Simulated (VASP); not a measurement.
Wanted: the native input for a VASP 6.6.1 run.

| Quantity | Value |
| --- | --- |
| Task | single point |
| Functional | PBE |
| Potentials or basis | VASP PAW PBE potentials, release 64 (Ta_pv, Si) |
| Cutoff | 520 eV |
| k mesh | 6 × 6 × 6 |
| Occupations | gaussian, width 0.1 eV |
| Spin | no spin polarisation |
| Dipole correction | no |
| Further INCAR settings | ALGO = Normal; EDIFF = 1e-07; NBANDS = 38 |

The structure of TaSi2 lies in POSCAR:

```
TaSi2
1.0
    4.8065606365      0.0000000000      0.0000000000
   -2.4032803183      4.1626036160      0.0000000000
    0.0000000000      0.0000000000      6.5966438149
Ta Si
3 6
Direct
    0.5000000000      0.0000000000      0.0000000000
    0.5000000000      0.5000000000      0.6666666667
    0.0000000000      0.5000000000      0.3333333333
    0.1588414106      0.3176828212      0.0000000000
    0.8411585894      0.1588414106      0.6666666667
    0.6823171788      0.8411585894      0.3333333333
    0.8411585894      0.6823171788      0.0000000000
    0.1588414106      0.8411585894      0.6666666667
    0.3176828212      0.1588414106      0.3333333333
```

One way to write it, as run:

INCAR

```
SYSTEM = TaSi2
  PREC = Accurate
  ENCUT = 520
  EDIFF = 1E-7
  ISMEAR = 0
  SIGMA = 0.1
  LREAL = .False.
  LASPH = .True.
  NELM = 100
  ALGO = Normal
  ISIF = 2
  LWAVE = .False.
  LCHARG = .False.
  GGA = PE
  NBANDS = 38
```

KPOINTS

```
regular mesh
0
Gamma
  6 6 6
  0 0 0
```

Potentials or basis: VASP PAW PBE potentials, release 64 (Ta_pv, Si).

The run is started by

```bash
$ cat potpaw_PBE.64/Ta_pv/POTCAR potpaw_PBE.64/Si/POTCAR > POTCAR
$ mpirun -np 1 vasp_std > vasp.out
```

Results of the run:

```
Pressure               : 0.1 GPa
Band gap on the k mesh : zero (an odd number of electrons rules out a gap without spin polarisation)
```

Caveat: spin-orbit coupling is left out, which moves the levels of the heavy elements.

Run time: 2.5 min on 1 thread of Intel(R) Xeon(R) 6975P-C (Granite Rapids), on a shared host, peak memory 0.29 GiB.
